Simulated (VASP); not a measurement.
# CdSe (I-4m2) in VASP: a series of runs

The runs below take CdSe through single point, with PBE, LDA.

All numbers are computed with VASP 6.6.1; they aren't measurements. Logs are shortened: lines on timing, memory, paths and dates and some standing lists are left out, and cuts for length are marked.

### 1 The cell of the first run

The typed cell holds 2 atoms: a = 4.380 Å, b = 4.380 Å, c = 4.380 Å, α = 119.96°, β = 119.96°, γ = 90.06°.

### 2 Single point, PBE

Contents of INCAR:

```
SYSTEM = CdSe
PREC = Accurate ; ENCUT = 520
EDIFF = 1E-6 ; ISMEAR = 0
SIGMA = 0.02 ; LREAL = .False.
LASPH = .True. ; NELM = 100
ALGO = Normal ; ISIF = 2
LWAVE = .False. ; LCHARG = .False.
GGA = PE ; NBANDS = 16
```

Contents of KPOINTS:

```
Automatic mesh
0
Gamma
  12 12 12
  0 0 0
```

Contents of POSCAR:

```
CdSe
1.0
   -2.1909921526      2.1909921526      3.0951885681
    2.1909921526     -2.1909921526      3.0951885681
    2.1909921526      2.1909921526     -3.0951885681
Cd Se
1 1
Direct
    0.0000000000      0.0000000000      0.0000000000
    0.2500000000      0.7500000000      0.5000000000
```

Potentials or basis: VASP PAW PBE potentials, release 64 (Cd, Se).

The run is started by

```bash
cat potpaw_PBE.64/Cd/POTCAR potpaw_PBE.64/Se/POTCAR > POTCAR
mpirun -np 1 vasp_std > vasp.out
```

OUTCAR:

```text
SYSTEM = CdSe
   PREC = Accurate
   ENCUT = 520
   EDIFF = 1E-6
   ISMEAR = 0
   LREAL = .False.
   LASPH = .True.
   NELM = 100
   ISIF = 2
   GGA = PE

 ion  position               nearest neighbor table
   1  0.000  0.000  0.000-   2 2.68   2 2.68   2 2.68   2 2.68
   2  0.250  0.750  0.500-   1 2.68   1 2.68   1 2.68   1 2.68

  LATTYP: Found a body centered tetragonal cell.
 ALAT       =     4.3819843052
 C/A-ratio  =     1.4126881123

  Lattice vectors:

 A1 = (  -2.1909921526,   2.1909921526,   3.0951885681)
 A2 = (   2.1909921526,  -2.1909921526,   3.0951885681)
 A3 = (   2.1909921526,   2.1909921526,  -3.0951885681)

Analysis of symmetry for initial positions (statically):
=====================================================================
 Subroutine PRICEL returns:
 Original cell was already a primitive cell.

 Routine SETGRP: Setting up the symmetry group for a
 body centered tetragonal supercell.

 Subroutine GETGRP returns: Found  8 space group operations
 (whereof  8 operations were pure point group operations)
 out of a pool of 16 trial point group operations.

The static configuration has the point symmetry D_2d.

Analysis of symmetry for dynamics (positions and initial velocities):
=====================================================================
 Subroutine PRICEL returns:
 Original cell was already a primitive cell.

 Routine SETGRP: Setting up the symmetry group for a
 body centered tetragonal supercell.

 Subroutine GETGRP returns: Found  8 space group operations
 (whereof  8 operations were pure point group operations)
 out of a pool of 16 trial point group operations.

The dynamic configuration has the point symmetry D_2d.

 Subroutine INISYM returns: Found  8 space group operations
 (whereof  8 operations are pure point group operations),
 and found     1 'primitive' translations

----------------------------------------------------------------------------------------

                                     Primitive cell

  volume of cell :      59.4331

  direct lattice vectors                    reciprocal lattice vectors
    -2.190992153  2.190992153  3.095188568     0.000000000  0.228207116  0.161541046
     2.190992153 -2.190992153  3.095188568     0.228207116  0.000000000  0.161541046
     2.190992153  2.190992153 -3.095188568     0.228207116  0.228207116  0.000000000

  length of vectors
     4.379621616  4.379621616  4.379621616     0.279596133  0.279596133  0.322733598

  position of ions in fractional coordinates (direct lattice)
     0.000000000  0.000000000  0.000000000
     0.250000000  0.750000000  0.500000000

  ion indices of the primitive-cell ions
   primitive index   ion index
                 1           1
                 2           2

----------------------------------------------------------------------------------------

 KPOINTS: Automatic mesh

Automatic generation of k-mesh.
 Grid dimensions read from file:
 generate k-points for:   12   12   12

 Generating k-lattice:

  Cartesian coordinates                     Fractional coordinates (reciprocal lattice)
     0.000000000  0.019017260  0.013461754     0.083333333  0.000000000 -0.000000000
     0.019017260  0.000000000  0.013461754     0.000000000  0.083333333 -0.000000000
     0.019017260  0.019017260  0.000000000     0.000000000  0.000000000  0.083333333

  Length of vectors
     0.023299678  0.023299678  0.026894467

  Shift w.r.t. Gamma in fractional coordinates (k-lattice)
     0.000000000  0.000000000  0.000000000

 Subroutine IBZKPT returns following result:
 ===========================================

 Found    163 irreducible k-points:

 Following reciprocal coordinates:
            Coordinates               Weight
  0.000000  0.000000  0.000000      1.000000
  0.083333 -0.000000  0.000000      8.000000
  0.166667  0.000000  0.000000      8.000000
  0.250000 -0.000000  0.000000      8.000000
  0.333333 -0.000000  0.000000      8.000000
  0.416667 -0.000000  0.000000      8.000000
[... 16 lines left out ...]
  0.500000  0.166667  0.000000     16.000000
 -0.416667  0.166667 -0.000000     16.000000
 [... further k-points ...]
   k-points           NKPTS =    163   k-points in BZ     NKDIM =    163   number of bands    NBANDS=     16
   number of dos      NEDOS =    301   number of ions     NIONS =      2
   total plane-waves  NPLWV =  46656
   dimension x,y,z NGX =    36 NGY =   36 NGZ =   36
   dimension x,y,z NGXF=    72 NGYF=   72 NGZF=   72
   ions per type =               1   1
   NGX,Y,Z   is equivalent  to a cutoff of  13.67, 13.67, 13.67 a.u.
   NGXF,Y,Z  is equivalent  to a cutoff of  27.33, 27.33, 27.33 a.u.
 SYSTEM =  CdSe
   PREC   = accura    normal or accurate (medium, high low for compatibility)
   ISTART =      0    job   : 0-new  1-cont  2-samecut
   ICHARG =      2    charge: 1-file 2-atom 10-const
   ISPIN  =      1    spin polarized calculation?
   LNONCOLLINEAR =      F non collinear calculations
   LSORBIT =      F    spin-orbit coupling
   LASPH  =      T    aspherical Exc in radial PAW
   ENCUT  =  520.0 eV  38.22 Ry    6.18 a.u.   8.14  8.14  8.14*2*pi/ulx,y,z
   NELM   =    100;   NELMIN=  2; NELMDL= -5     # of ELM steps
   EDIFF  = 0.1E-05   stopping-criterion for ELM
   LREAL  =      F    real-space projection
   EDIFFG = 0.1E-04   stopping-criterion for IOM
   NSW    =      0    number of steps for IOM
   IBRION =     -1    ionic relax: 0-MD 1-quasi-New 2-CG
   NFREE  =      0    steps in history (QN), initial steepest desc. (CG)
   ISIF   =      2    stress and relaxation
   ISYM   =      2    0-nonsym 1-usesym 2-fastsym
   POTIM  = 0.5000    time-step for ionic-motion
   TEBEG  =    0.0;   TEEND  =   0.0 temperature during run
   PSTRESS=    0.0 pullay stress
   NELECT =      18.0000    total number of electrons
   NUPDOWN=      -1.0000    fix difference up-down
   EMIN   =  10.00;   EMAX   =-10.00  energy-range for DOS
   EFERMI =   0.00;   METHOD = LEGACY
   ISMEAR =     0;   SIGMA  =   0.02  broadening in eV -4-tet -1-fermi 0-gaus
   EFERMI_NEDOS =   21; number of points for ismear=-14 and -15
   IALGO  =     38    algorithm
   IMIX   =      4    mixing-type and parameters
     AMIX     =   0.40;   BMIX     =  1.00
     AMIX_MAG =   1.60;   BMIX_MAG =  1.00
  volume/ion in A,a.u.               =      29.72       200.54
  Fermi-wavevector in a.u.,A,eV,Ry     =   1.099401  2.077566 16.445121  1.208682
  Thomas-Fermi vector in A             =   2.235795
   LORBIT       =      0    0 simple, 1 ext, 2 COOP (PROOUT), +10 PAW based schemes
   GGA     = PE    functional components
   LHFCALC =     F    Hartree Fock is set to
   AEXX    =    0.0000 exact exchange contribution
   IVDW    =     0    specifies the selected vdW correction
   LEPSILON=     F    determine dielectric tensor
   LRPA    =     F    only Hartree local field effects (RPA)
 non-spin polarized calculation
 Gauss-broadening in eV      SIGMA  =   0.02
  energy-cutoff  :      520.00
  volume of cell :       59.43
 maximum number of plane-waves:      1639
 NGX is ok and might be reduce to    36
   NGX = 17   NGY = 17   NGZ = 17

 number of electron      18.0000000 magnetization

 Free energy of the ion-electron system (eV)
  ---------------------------------------------------
  ext. energy  EPLUGINS =         0.00000000
  ---------------------------------------------------
  free energy    TOTEN  =        -5.49997697 eV

  energy without entropy =       -5.49997697  energy(sigma->0) =       -5.49997697

 E-fermi :   0.6239     XC(G=0):  -8.6384

 val. band max:        0.5215121524   @ k =   0.0000   0.0000   0.0000
 cond. band min:       1.0143372795   @ k =   0.0000   0.0000   0.0000
 fundamental gap:      0.4928251271
 Fermi energy:         0.6239418447

 k-point     1 :       0.0000    0.0000    0.0000
  band No.  band energies     occupation
      1     -11.7811      2.00000
      2      -7.2444      2.00000
      3      -7.2444      2.00000
      4      -7.2439      2.00000
      5      -6.9260      2.00000
      6      -6.9258      2.00000
[... 8 lines left out ...]
     15      11.4848      0.00000
     16      11.5004      0.00000

 k-point     2 :       0.0833   -0.0000    0.0000
  band No.  band energies     occupation
      1     -11.7596      2.00000
      2      -7.2376      2.00000
      3      -7.2373      2.00000
      4      -7.2246      2.00000
      5      -6.9264      2.00000
      6      -6.9262      2.00000
[... 8 lines left out ...]
     15      11.0297      0.00000
     16      11.0424      0.00000

 k-point     3 :       0.1667    0.0000    0.0000
  band No.  band energies     occupation
      1     -11.7006      2.00000
      2      -7.2197      2.00000
      3      -7.2194      2.00000
      4      -7.1624      2.00000
      5      -6.9265      2.00000
      6      -6.9264      2.00000
[... 8 lines left out ...]
     15      10.5822      0.00000
     16      10.9028      0.00000

 k-point     4 :       0.2500   -0.0000    0.0000
  band No.  band energies     occupation
      1     -11.6193      2.00000
      2      -7.1975      2.00000
      3      -7.1972      2.00000
      4      -7.0517      2.00000
      5      -6.9239      2.00000
      6      -6.9239      2.00000
[... 8 lines left out ...]
     15      10.5282      0.00000
     16      10.5623      0.00000
[... 324 lines left out ...]
 k-point    22 :       0.4167    0.1667    0.0000
  band No.  band energies     occupation
      1     -11.4250      2.00000
      2      -7.1447      2.00000
      3      -7.1313      2.00000
      4      -6.9279      2.00000
      5      -6.9123      2.00000
      6      -6.6297      2.00000
[... 8 lines left out ...]
     15      11.5516      0.00000
     16      12.0814      0.00000

 k-point    23 :       0.5000    0.1667    0.0000
  band No.  band energies     occupation
      1     -11.4304      2.00000
      2      -7.1464      2.00000
      3      -7.1269      2.00000
      4      -6.9430      2.00000
      5      -6.9021      2.00000
      6      -6.6538      2.00000
[... 8 lines left out ...]
     15      12.1974      0.00000
     16      12.5793      0.00000

 k-point    24 :      -0.4167    0.1667   -0.0000
  band No.  band energies     occupation
      1     -11.4721      2.00000
      2      -7.1527      2.00000
      3      -7.1315      2.00000
      4      -6.9669      2.00000
      5      -6.8994      2.00000
      6      -6.7770      2.00000
[... 8 lines left out ...]
     15      12.0726      0.00000
     16      12.4468      0.00000

 [... further k-points ...]
[... 5 lines left out ...]
  --------------------------------------------------------------------------------------
  -------------------------------------------------------------------------------------
  Total        0.0995197      0.0995197      0.1063418      0.0000000     -0.0000000      0.0000000
  in kB        2.6828171      2.6828171      2.8667242      0.0000000     -0.0000000      0.0000000
  external PRESSURE =       2.7441195 kB  Pullay stress =       0.0000000 kB

 VOLUME and BASIS-vectors are now :
 -----------------------------------------------------------------------------
  energy-cutoff  :      520.00
  volume of cell :       59.43
      direct lattice vectors                 reciprocal lattice vectors
    -2.190992153  2.190992153  3.095188568     0.000000000  0.228207116  0.161541046
     2.190992153 -2.190992153  3.095188568     0.228207116  0.000000000  0.161541046
     2.190992153  2.190992153 -3.095188568     0.228207116  0.228207116  0.000000000

 POSITION                                       TOTAL-FORCE (eV/Angst)
 -----------------------------------------------------------------------------------
      0.00000      0.00000      0.00000         0.000000     -0.000000      0.000000
      2.19099      0.00000      1.54759        -0.000000      0.000000     -0.000000
 -----------------------------------------------------------------------------------
    total drift:                               -0.000000      0.000000      0.000000

  FREE ENERGIE OF THE ION-ELECTRON SYSTEM (eV)
  ---------------------------------------------------
  free  energy   TOTEN  =        -5.4999769688 eV

  energy  without entropy=       -5.4999769688  energy(sigma->0) =       -5.49997697
```

It took 87 s on 1 thread of Intel Xeon Platinum 8488C (Sapphire Rapids), shared host; peak memory 0.31 GiB.

Results:

| Quantity | Value |
| --- | --- |
| Free energy | -5.5000 eV |
| Pressure | 0.3 GPa |
| Band gap on the k mesh | 0.49 eV, direct |

### 3 Single point, PBE

Contents of INCAR:

```
PREC = Accurate ; ENCUT = 520
EDIFF = 1E-6 ; ISMEAR = 0
SIGMA = 0.02 ; LREAL = False
LASPH = True ; NELM = 100
ALGO = Normal ; ISIF = 2
LWAVE = False ; LCHARG = False
GGA = PE ; NBANDS = 16
```

Contents of KPOINTS:

```
regular mesh
0
Gamma
  12 12 12
```

POSCAR is that of step 2.

Potentials or basis: VASP PAW PBE potentials, release 64 (Cd, Se).

The run is started by

```bash
cat potpaw_PBE.64/Cd/POTCAR potpaw_PBE.64/Se/POTCAR > POTCAR
mpirun -np 1 vasp_std > vasp.out
```

Wall time 94 s (1 thread of Intel Xeon Platinum 8488C (Sapphire Rapids), shared host); peak memory 0.32 GiB.

The run converged. Its results:

| Property | Result |
| --- | --- |
| Free energy | -5.5000 eV |
| Pressure | 0.3 GPa |
| Band gap on the k mesh | 0.49 eV, direct |

Levels at points of the mesh, in eV from the valence-band top:
| k point | band 7 | band 8 | band 9 | band 10 | band 11 | band 12 |
| --- | --- | --- | --- | --- | --- | --- |
| (0.00, 0.00, 0.00) | 0.00 | 0.00 | 0.00 | 0.49 | 5.93 | 5.93 |
| (0.50, 0.00, 0.00) | -4.08 | -0.68 | -0.67 | 2.32 | 6.42 | 6.43 |
| (0.50, 0.50, 0.00) | -3.84 | -1.67 | -1.67 | 3.24 | 3.70 | 8.86 |
| (0.50, 0.50, 0.50) | -3.83 | -1.68 | -1.68 | 3.23 | 3.69 | 8.87 |

### 4 Single point, LDA

Contents of INCAR:

```
SYSTEM = CdSe
  PREC = Accurate
  ENCUT = 520
  EDIFF = 1E-7
  ISMEAR = 0
  SIGMA = 0.02
  LREAL = .FALSE.
  LASPH = .TRUE.
  NELM = 100
  ALGO = Normal
  ISIF = 2
  LWAVE = .FALSE.
  LCHARG = .TRUE.
  GGA = CA
  LELF = .TRUE.
  LVHAR = .TRUE.
  NBANDS = 16
```

Contents of KPOINTS:

```
Automatic mesh
0
G
  12 12 12
  0 0 0
```

POSCAR is that of step 3.

Potentials or basis: VASP PAW LDA potentials, release 64 (Cd, Se).

The run is started by

```bash
cat potpaw_LDA.64/Cd/POTCAR potpaw_LDA.64/Se/POTCAR > POTCAR
mpirun -np 1 vasp_std > vasp.out
```

Run time: 1.7 min. Hardware: 1 thread of Intel Xeon Platinum 8488C (Sapphire Rapids), shared host; peak memory 0.3 GiB.

Results (log left out):

- Free energy: -6.6994 eV
- Pressure: -4.0 GPa
- Band gap on the k mesh: 0.25 eV, direct

Levels at points of the mesh, in eV from the valence-band top:
```csv
k point,band 5,band 6,band 7,band 8,band 9,band 10,band 11,band 12,band 13,band 14
"(0.00, 0.00, 0.00)",-7.45,-7.45,0.00,0.00,0.00,0.25,5.79,5.79,5.79,9.27
"(0.50, 0.00, 0.00)",-7.43,-7.20,-4.17,-0.69,-0.69,2.12,6.29,6.30,7.03,9.62
"(0.50, 0.50, 0.00)",-7.40,-7.15,-3.92,-1.71,-1.71,3.03,3.55,8.62,9.69,9.70
"(0.50, 0.50, 0.50)",-7.40,-7.14,-3.92,-1.71,-1.71,3.03,3.54,8.63,9.69,9.69
```

### 5 Single point, PBE (volume scaled by 1.03, then relaxed in part)

Contents of INCAR:

```
SYSTEM = CdSe
ALGO = Normal ; EDIFF = 1E-7
ENCUT = 520 ; GGA = PE
ISIF = 2 ; ISMEAR = 0
LASPH = .True. ; LCHARG = .False.
LREAL = .False. ; LWAVE = .False.
NBANDS = 16 ; NELM = 100
PREC = Accurate ; SIGMA = 0.02
```

Contents of KPOINTS:

```
k-points
0
Gamma
  12 12 12
  0 0 0
```

Contents of POSCAR:

```
CdSe
1.0
   -2.2126865551      2.2126865551      3.1258359926
    2.2126865551     -2.2126865551      3.1258359926
    2.2126865551      2.2126865551     -3.1258359926
Cd Se
1 1
Direct
    0.0000000000      0.0000000000      0.0000000000
    0.2500000000      0.7500000000      0.5000000000
```

Potentials or basis: VASP PAW PBE potentials, release 64 (Cd, Se).

The run is started by

```bash
cat potpaw_PBE.64/Cd/POTCAR potpaw_PBE.64/Se/POTCAR > POTCAR
mpirun -np 1 vasp_std > vasp.out
```

It took 1.9 min on 1 thread of Intel Xeon Platinum 8488C (Sapphire Rapids), shared host; peak memory 0.32 GiB.

It converged, with:

```
Free energy            : -5.4958 eV
Pressure               : -1.0 GPa
Band gap on the k mesh : 0.43 eV, direct
```

Levels at points of the mesh, in eV from the valence-band top:
```
           k point  band 5  band 6  band 7  band 8  band 9  band 10  band 11  band 12  band 13  band 14
(0.00, 0.00, 0.00)   -7.40   -7.40    0.00    0.00    0.00     0.43     5.92     5.92     5.92     9.44
(0.50, 0.00, 0.00)   -7.38   -7.16   -3.92   -0.64   -0.64     2.28     6.41     6.41     7.16     9.81
(0.50, 0.50, 0.00)   -7.35   -7.11   -3.72   -1.58   -1.58     3.28     3.65     8.73     9.71     9.72
(0.50, 0.50, 0.50)   -7.35   -7.11   -3.71   -1.59   -1.59     3.28     3.64     8.74     9.71     9.71
```

(Part 1 of 2 ends here.)
